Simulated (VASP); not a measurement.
# GaAs (F-43m) in VASP: further runs

The runs below take GaAs through single point, with LDA.

Everything below comes from runs of VASP 6.6.1. Logs are shortened: lines on timing, memory, paths and dates and some standing lists are left out, and cuts for length are marked.

**1. The cell of the first run**

Symmetry: F-43m, No. 216, cubic system. Conventional cell: a = 5.627 Å, b = 5.627 Å, c = 5.627 Å, α = 90.00°, β = 90.00°, γ = 90.00°. Within 3.2 Å of Ga (site symmetry -43m) lie 4 As at 2.44 Å. Within 3.2 Å of As (site symmetry -43m) lie 4 Ga at 2.44 Å.

**2. Single point, LDA**

The input, INCAR:

```
PREC = Accurate ; ENCUT = 500
EDIFF = 1E-6 ; ISMEAR = 0
SIGMA = 0.05 ; LREAL = False
LASPH = True ; NELM = 120
ALGO = Normal ; ISIF = 2
LWAVE = False ; LCHARG = True
LELF = True ; LVHAR = True
NBANDS = 16 ; GGA_COMPAT = False
```

The input, KPOINTS:

```
Automatic mesh
0
Gamma
  6 6 6
```

The input, POSCAR:

```
GaAs
1.0
    0.0000000000      2.8135433318      2.8135433318
    2.8135433318      0.0000000000      2.8135433318
    2.8135433318      2.8135433318      0.0000000000
Ga As
1 1
Direct
    0.0000000000      0.0000000000      0.0000000000
    0.2500000000      0.2500000000      0.2500000000
```

Potentials or basis: VASP PAW LDA potentials, release 64 (Ga_d, As).

Started as:

```sh
$ cat potpaw_LDA.64/Ga_d/POTCAR potpaw_LDA.64/As/POTCAR > POTCAR
$ mpirun -np 1 vasp_std > vasp.out
```

OUTCAR:

```text
PREC = Accurate
   ENCUT = 500
   EDIFF = 1E-6
   ISMEAR = 0
   LREAL = False
   LASPH = True
   NELM = 120
   ISIF = 2

 ion  position               nearest neighbor table
   1  0.000  0.000  0.000-   2 2.44   2 2.44   2 2.44   2 2.44
   2  0.250  0.250  0.250-   1 2.44   1 2.44   1 2.44   1 2.44

  LATTYP: Found a face centered cubic cell.
 ALAT       =     5.6270866636

  Lattice vectors:

 A1 = (   0.0000000000,   2.8135433318,   2.8135433318)
 A2 = (   2.8135433318,   0.0000000000,   2.8135433318)
 A3 = (   2.8135433318,   2.8135433318,   0.0000000000)

Analysis of symmetry for initial positions (statically):
=====================================================================
 Subroutine PRICEL returns:
 Original cell was already a primitive cell.

 Routine SETGRP: Setting up the symmetry group for a
 face centered cubic supercell.

 Subroutine GETGRP returns: Found 24 space group operations
 (whereof 24 operations were pure point group operations)
 out of a pool of 48 trial point group operations.

The static configuration has the point symmetry T_d .

Analysis of symmetry for dynamics (positions and initial velocities):
=====================================================================
 Subroutine PRICEL returns:
 Original cell was already a primitive cell.

 Routine SETGRP: Setting up the symmetry group for a
 face centered cubic supercell.

 Subroutine GETGRP returns: Found 24 space group operations
 (whereof 24 operations were pure point group operations)
 out of a pool of 48 trial point group operations.

The dynamic configuration has the point symmetry T_d .

 Subroutine INISYM returns: Found 24 space group operations
 (whereof 24 operations are pure point group operations),
 and found     1 'primitive' translations

----------------------------------------------------------------------------------------

                                     Primitive cell

  volume of cell :      44.5442

  direct lattice vectors                    reciprocal lattice vectors
     0.000000000  2.813543332  2.813543332    -0.177711853  0.177711853  0.177711853
     2.813543332  0.000000000  2.813543332     0.177711853 -0.177711853  0.177711853
     2.813543332  2.813543332  0.000000000     0.177711853  0.177711853 -0.177711853

  length of vectors
     3.978951138  3.978951138  3.978951138     0.307805959  0.307805959  0.307805959

  position of ions in fractional coordinates (direct lattice)
     0.000000000  0.000000000  0.000000000
     0.250000000  0.250000000  0.250000000

  ion indices of the primitive-cell ions
   primitive index   ion index
                 1           1
                 2           2

----------------------------------------------------------------------------------------

 KPOINTS: Automatic mesh

Automatic generation of k-mesh.
 Grid dimensions read from file:
 generate k-points for:    6    6    6

 Generating k-lattice:

  Cartesian coordinates                     Fractional coordinates (reciprocal lattice)
    -0.029618642  0.029618642  0.029618642     0.166666667  0.000000000  0.000000000
     0.029618642 -0.029618642  0.029618642     0.000000000  0.166666667  0.000000000
     0.029618642  0.029618642 -0.029618642     0.000000000  0.000000000  0.166666667

  Length of vectors
     0.051300993  0.051300993  0.051300993

  Shift w.r.t. Gamma in fractional coordinates (k-lattice)
     0.000000000  0.000000000  0.000000000

 Subroutine IBZKPT returns following result:
 ===========================================

 Found     16 irreducible k-points:

 Following reciprocal coordinates:
            Coordinates               Weight
  0.000000  0.000000  0.000000      1.000000
  0.166667  0.000000  0.000000      8.000000
  0.333333  0.000000  0.000000      8.000000
  0.500000  0.000000  0.000000      4.000000
  0.166667  0.166667  0.000000      6.000000
  0.333333  0.166667  0.000000     24.000000
[... 8 lines left out ...]
 -0.333333  0.333333  0.166667     24.000000
 -0.333333  0.500000  0.166667     12.000000
   k-points           NKPTS =     16   k-points in BZ     NKDIM =     16   number of bands    NBANDS=     16
   number of dos      NEDOS =    301   number of ions     NIONS =      2
   total plane-waves  NPLWV =  27000
   dimension x,y,z NGX =    30 NGY =   30 NGZ =   30
   dimension x,y,z NGXF=    60 NGYF=   60 NGZF=   60
   ions per type =               1   1
   NGX,Y,Z   is equivalent  to a cutoff of  12.53, 12.53, 12.53 a.u.
   NGXF,Y,Z  is equivalent  to a cutoff of  25.07, 25.07, 25.07 a.u.
 SYSTEM =  unknown system
   PREC   = accura    normal or accurate (medium, high low for compatibility)
   ISTART =      0    job   : 0-new  1-cont  2-samecut
   ICHARG =      2    charge: 1-file 2-atom 10-const
   ISPIN  =      1    spin polarized calculation?
   LNONCOLLINEAR =      F non collinear calculations
   LSORBIT =      F    spin-orbit coupling
   LASPH  =      T    aspherical Exc in radial PAW
   ENCUT  =  500.0 eV  36.75 Ry    6.06 a.u.   7.25  7.25  7.25*2*pi/ulx,y,z
   NELM   =    120;   NELMIN=  2; NELMDL= -5     # of ELM steps
   EDIFF  = 0.1E-05   stopping-criterion for ELM
   LREAL  =      F    real-space projection
   EDIFFG = 0.1E-04   stopping-criterion for IOM
   NSW    =      0    number of steps for IOM
   IBRION =     -1    ionic relax: 0-MD 1-quasi-New 2-CG
   NFREE  =      0    steps in history (QN), initial steepest desc. (CG)
   ISIF   =      2    stress and relaxation
   ISYM   =      2    0-nonsym 1-usesym 2-fastsym
   POTIM  = 0.5000    time-step for ionic-motion
   TEBEG  =    0.0;   TEEND  =   0.0 temperature during run
   PSTRESS=    0.0 pullay stress
   NELECT =      18.0000    total number of electrons
   NUPDOWN=      -1.0000    fix difference up-down
   EMIN   =  10.00;   EMAX   =-10.00  energy-range for DOS
   EFERMI =   0.00;   METHOD = LEGACY
   ISMEAR =     0;   SIGMA  =   0.05  broadening in eV -4-tet -1-fermi 0-gaus
   EFERMI_NEDOS =   21; number of points for ismear=-14 and -15
   IALGO  =     38    algorithm
   IMIX   =      4    mixing-type and parameters
     AMIX     =   0.40;   BMIX     =  1.00
     AMIX_MAG =   1.60;   BMIX_MAG =  1.00
  volume/ion in A,a.u.               =      22.27       150.30
  Fermi-wavevector in a.u.,A,eV,Ry     =   1.210325  2.287183 19.930997  1.464887
  Thomas-Fermi vector in A             =   2.345875
   LORBIT       =      0    0 simple, 1 ext, 2 COOP (PROOUT), +10 PAW based schemes
   GGA     = CA    functional components
   LHFCALC =     F    Hartree Fock is set to
   AEXX    =    0.0000 exact exchange contribution
   IVDW    =     0    specifies the selected vdW correction
   LEPSILON=     F    determine dielectric tensor
   LRPA    =     F    only Hartree local field effects (RPA)
 non-spin polarized calculation
 Gauss-broadening in eV      SIGMA  =   0.05
  energy-cutoff  :      500.00
  volume of cell :       44.54
 maximum number of plane-waves:      1158
 NGX is ok and might be reduce to    30
   NGX = 15   NGY = 15   NGZ = 15

 number of electron      18.0000006 magnetization

 Free energy of the ion-electron system (eV)
  ---------------------------------------------------
  ext. energy  EPLUGINS =         0.00000000
  ---------------------------------------------------
  free energy    TOTEN  =        -9.61415362 eV

  energy without entropy =       -9.61415362  energy(sigma->0) =       -9.61415362

 E-fermi :   4.1661     XC(G=0):  -9.9723

 val. band max:        3.9466932455   @ k =   0.0000   0.0000   0.0000
 cond. band min:       4.3811103241   @ k =   0.0000   0.0000   0.0000
 fundamental gap:      0.4344170786
 Fermi energy:         4.1661308483

 k-point     1 :       0.0000    0.0000    0.0000
  band No.  band energies     occupation
      1     -11.0212      2.00000
      2     -11.0212      2.00000
      3     -11.0212      2.00000
      4     -10.9399      2.00000
      5     -10.9399      2.00000
      6      -8.9212      2.00000
[... 8 lines left out ...]
     15      14.1466      0.00000
     16      14.1466      0.00000

 k-point     2 :       0.1667    0.0000    0.0000
  band No.  band energies     occupation
      1     -11.0440      2.00000
      2     -11.0151      2.00000
      3     -11.0151      2.00000
      4     -10.9401      2.00000
      5     -10.9401      2.00000
      6      -8.5949      2.00000
[... 8 lines left out ...]
     15      12.9889      0.00000
     16      12.9889      0.00000

 k-point     3 :       0.3333    0.0000    0.0000
  band No.  band energies     occupation
      1     -11.0840      2.00000
      2     -11.0049      2.00000
      3     -11.0049      2.00000
      4     -10.9383      2.00000
      5     -10.9383      2.00000
      6      -7.7488      2.00000
[... 8 lines left out ...]
     15      13.6137      0.00000
     16      13.6137      0.00000

 k-point     4 :       0.5000    0.0000    0.0000
  band No.  band energies     occupation
      1     -11.1020      2.00000
      2     -11.0013      2.00000
      3     -11.0013      2.00000
      4     -10.9360      2.00000
      5     -10.9360      2.00000
      6      -7.1117      2.00000
[... 8 lines left out ...]
     15      15.8272      0.00000
     16      15.8272      0.00000
[... 172 lines left out ...]
 k-point    14 :       0.5000    0.3333    0.1667
  band No.  band energies     occupation
      1     -11.1078      2.00000
      2     -10.9934      2.00000
      3     -10.9861      2.00000
      4     -10.9509      2.00000
      5     -10.9338      2.00000
      6      -7.0695      2.00000
[... 8 lines left out ...]
     15      15.0320      0.00000
     16      17.0421      0.00000

 k-point    15 :      -0.3333    0.3333    0.1667
  band No.  band energies     occupation
      1     -11.1153      2.00000
      2     -10.9928      2.00000
      3     -10.9811      2.00000
      4     -10.9484      2.00000
      5     -10.9363      2.00000
      6      -6.5462      2.00000
[... 8 lines left out ...]
     15      16.0933      0.00000
     16      16.7117      0.00000

 k-point    16 :      -0.3333    0.5000    0.1667
  band No.  band energies     occupation
      1     -11.1245      2.00000
      2     -10.9844      2.00000
      3     -10.9748      2.00000
      4     -10.9556      2.00000
      5     -10.9327      2.00000
      6      -6.3050      2.00000
[... 8 lines left out ...]
     15      16.1903      0.00000
     16      17.2647      0.00000

------------------------ aborting loop because EDIFF is reached ----------------------------------------

  FORCE on cell =-STRESS in cart. coord.  units (eV):
  Direction    XX          YY          ZZ          XY          YZ          ZX
  --------------------------------------------------------------------------------------
  -------------------------------------------------------------------------------------
  Total       -0.1848409     -0.1848409     -0.1848409     -0.0000000     -0.0000000      0.0000000
  in kB       -6.6484095     -6.6484095     -6.6484095     -0.0000000     -0.0000000      0.0000000
  external PRESSURE =      -6.6484095 kB  Pullay stress =       0.0000000 kB

 VOLUME and BASIS-vectors are now :
 -----------------------------------------------------------------------------
  energy-cutoff  :      500.00
  volume of cell :       44.54
      direct lattice vectors                 reciprocal lattice vectors
     0.000000000  2.813543332  2.813543332    -0.177711853  0.177711853  0.177711853
     2.813543332  0.000000000  2.813543332     0.177711853 -0.177711853  0.177711853
     2.813543332  2.813543332  0.000000000     0.177711853  0.177711853 -0.177711853

 POSITION                                       TOTAL-FORCE (eV/Angst)
 -----------------------------------------------------------------------------------
      0.00000      0.00000      0.00000         0.000000      0.000000      0.000000
      1.40677      1.40677      1.40677        -0.000000     -0.000000     -0.000000
 -----------------------------------------------------------------------------------
    total drift:                               -0.000000     -0.000000     -0.000000

  FREE ENERGIE OF THE ION-ELECTRON SYSTEM (eV)
  ---------------------------------------------------
  free  energy   TOTEN  =        -9.6141536204 eV

  energy  without entropy=       -9.6141536204  energy(sigma->0) =       -9.61415362
```

It took 24 s on 1 thread of Intel Xeon 8259CL, shared host; peak memory 0.15 GiB.

Results:

- Free energy: -9.6142 eV
- Pressure: -0.7 GPa
- Band gap on the k mesh: 0.43 eV, direct

Levels at points of the mesh, in eV from the valence-band top:
```tsv
k point	band 6	band 7	band 8	band 9	band 10	band 11	band 12	band 13
(0.00, 0.00, 0.00)	-12.87	0.00	0.00	0.00	0.43	3.67	3.67	3.67
(0.50, 0.00, 0.00)	-11.06	-6.77	-1.17	-1.17	0.90	4.58	4.58	7.57
(0.50, 0.50, 0.00)	-10.30	-6.95	-2.74	-2.74	1.31	1.54	10.15	10.15
```

A k mesh can miss the band edges. Expect the measured gap to be larger: semilocal functionals such as LDA lack the derivative discontinuity.

**3. Single point, LDA**

This run uses another cell than the first one, of 22.09 Å³/atom, 0.992 times its volume.

The input, INCAR:

```
ALGO = Normal ; EDIFF = 1E-6
ENCUT = 500 ; GGA_COMPAT = F
ISIF = 2 ; ISMEAR = 0
LASPH = T ; LCHARG = F
LREAL = F ; LWAVE = F
NBANDS = 16 ; NELM = 120
PREC = Accurate ; SIGMA = 0.05
```

The input, KPOINTS:

```
k-points
0
Gamma
  6 6 6
```

The input, POSCAR:

```
GaAs
1.0
    0.0000000000      2.8059835569      2.8059835569
    2.8059835569      0.0000000000      2.8059835569
    2.8059835569      2.8059835569      0.0000000000
Ga As
1 1
Direct
    0.0000000000      0.0000000000      0.0000000000
    0.2500000000      0.2500000000      0.2500000000
```

Potentials or basis: VASP PAW LDA potentials, release 64 (Ga_d, As).

Started as:

```sh
$ cat potpaw_LDA.64/Ga_d/POTCAR potpaw_LDA.64/As/POTCAR > POTCAR
$ mpirun -np 1 vasp_std > vasp.out
```

Run time: 22 s. Hardware: 1 thread of Intel Xeon 8259CL, shared host; peak memory 0.15 GiB.

It converged, with:

```
Free energy            : -9.6150 eV
Pressure               : -0.1 GPa
Band gap on the k mesh : 0.50 eV, direct
```

Levels at points of the mesh, in eV from the valence-band top:
| k point | band 7 | band 8 | band 9 | band 10 | band 11 | band 12 |
| --- | --- | --- | --- | --- | --- | --- |
| (0.00, 0.00, 0.00) | 0.00 | 0.00 | 0.00 | 0.50 | 3.67 | 3.67 |
| (0.50, 0.00, 0.00) | -6.82 | -1.18 | -1.18 | 0.92 | 4.58 | 4.58 |
| (0.50, 0.50, 0.00) | -6.98 | -2.77 | -2.77 | 1.29 | 1.53 | 10.21 |

A k mesh can miss the band edges. Expect the measured gap to be larger: semilocal functionals such as LDA lack the derivative discontinuity.

**4. Single point, LDA (volume scaled by 1.000 of the coarse rest volume)**

The input, INCAR:

```
SYSTEM = GaAs
PREC     = Accurate       ! precision mode
ENCUT    = 500            ! plane-wave cutoff, eV
EDIFF    = 1E-6           ! SCF threshold, eV
ISMEAR   = 0              ! smearing method
SIGMA    = 0.02           ! smearing width, eV
LREAL    = .False.        ! projectors in reciprocal space
LASPH    = .True.         ! aspherical terms in the spheres
NELM     = 120            ! most SCF steps
ALGO     = Normal         ! electronic algorithm
ISIF     = 2              ! what is computed and relaxed
LWAVE    = .False.        ! write WAVECAR
LCHARG   = .False.        ! write CHGCAR
NBANDS   = 16             ! bands
GGA_COMPAT= .False.
```

The input, KPOINTS:

```
regular mesh
0
Gamma
  8 8 8
  0 0 0
```

The input, POSCAR:

```
GaAs
1.0
    0.0000000000      2.8060000000      2.8060000000
    2.8060000000      0.0000000000      2.8060000000
    2.8060000000      2.8060000000      0.0000000000
Ga As
1 1
Direct
    0.0000000000      0.0000000000      0.0000000000
    0.2500000000      0.2500000000      0.2500000000
```

Potentials or basis: VASP PAW LDA potentials, release 64 (Ga_d, As).

Started as:

```sh
$ cat potpaw_LDA.64/Ga_d/POTCAR potpaw_LDA.64/As/POTCAR > POTCAR
$ mpirun -np 1 vasp_std > vasp.out
```

OUTCAR:

```text
SYSTEM = GaAs
   PREC = Accurate
   ENCUT = 500
   EDIFF = 1E-6
   ISMEAR = 0
   LREAL = .False.
   LASPH = .True.
   NELM = 120
   ISIF = 2

 ion  position               nearest neighbor table
   1  0.000  0.000  0.000-   2 2.43   2 2.43   2 2.43   2 2.43
   2  0.250  0.250  0.250-   1 2.43   1 2.43   1 2.43   1 2.43

  LATTYP: Found a face centered cubic cell.
 ALAT       =     5.6120000000

  Lattice vectors:

 A1 = (   0.0000000000,   2.8060000000,   2.8060000000)
 A2 = (   2.8060000000,   0.0000000000,   2.8060000000)
 A3 = (   2.8060000000,   2.8060000000,   0.0000000000)

[... 641 lines left out ...]

  FORCE on cell =-STRESS in cart. coord.  units (eV):
  Direction    XX          YY          ZZ          XY          YZ          ZX
  --------------------------------------------------------------------------------------
  -------------------------------------------------------------------------------------
  Total       -0.0174552     -0.0174552     -0.0174552     -0.0000000      0.0000000     -0.0000000
  in kB       -0.6329106     -0.6329106     -0.6329106     -0.0000000      0.0000000     -0.0000000
  external PRESSURE =      -0.6329106 kB  Pullay stress =       0.0000000 kB

 VOLUME and BASIS-vectors are now :
 -----------------------------------------------------------------------------
  energy-cutoff  :      500.00
  volume of cell :       44.19
      direct lattice vectors                 reciprocal lattice vectors
     0.000000000  2.806000000  2.806000000    -0.178189594  0.178189594  0.178189594
     2.806000000  0.000000000  2.806000000     0.178189594 -0.178189594  0.178189594
     2.806000000  2.806000000  0.000000000     0.178189594  0.178189594 -0.178189594

 POSITION                                       TOTAL-FORCE (eV/Angst)
 -----------------------------------------------------------------------------------
      0.00000      0.00000      0.00000        -0.000000     -0.000000     -0.000000
      1.40300      1.40300      1.40300         0.000000      0.000000      0.000000
 -----------------------------------------------------------------------------------
    total drift:                               -0.000001     -0.000001     -0.000000

  FREE ENERGIE OF THE ION-ELECTRON SYSTEM (eV)
  ---------------------------------------------------
  free  energy   TOTEN  =        -9.6369627216 eV

  energy  without entropy=       -9.6369627216  energy(sigma->0) =       -9.63696272
```

stdout:

```text
POSCAR found type information on POSCAR GaAs
 POSCAR found :  2 types and       2 ions
 scaLAPACK will be used
 LDA part: xc-table for (Slater(with rela. corr.)+CA(PZ))
 , standard interpolation
 POSCAR, INCAR and KPOINTS ok, starting setup
 FFT: planning ... GRIDC
 FFT: planning ... GRID_SOFT
 FFT: planning ... GRID
 WAVECAR not read
 entering main loop
```

Wall time 34 s (1 thread of Intel Xeon 8259CL, shared host); peak memory 0.16 GiB.

Results:

* Free energy: -9.6370 eV
* Pressure: -0.1 GPa
* Band gap on the k mesh: 0.50 eV, direct

Caveat: the cell differs from its parent crystal (volume scaled by 1.000 of the coarse rest volume).

**5. The runs side by side**

```tsv
cell	k mesh	smearing	gap on the mesh (eV)	pressure (GPa)
a = 3.979 Å, angles 60.0°, 2 atoms	6 × 6 × 6	gaussian 0.05 eV	0.43	-0.7
a = 3.968 Å, angles 60.0°, 2 atoms	6 × 6 × 6	gaussian 0.05 eV	0.50	-0.1
a = 3.968 Å, angles 60.0°, 2 atoms	8 × 8 × 8	gaussian 0.02 eV	0.50	-0.1
```

Alike in all rows: task single point; level LDA; potentials or basis VASP PAW LDA potentials, release 64 (Ga_d, As); no spin polarisation; cutoff (eV) 500.

Absolute energies hang on the potentials; compare differences alone.
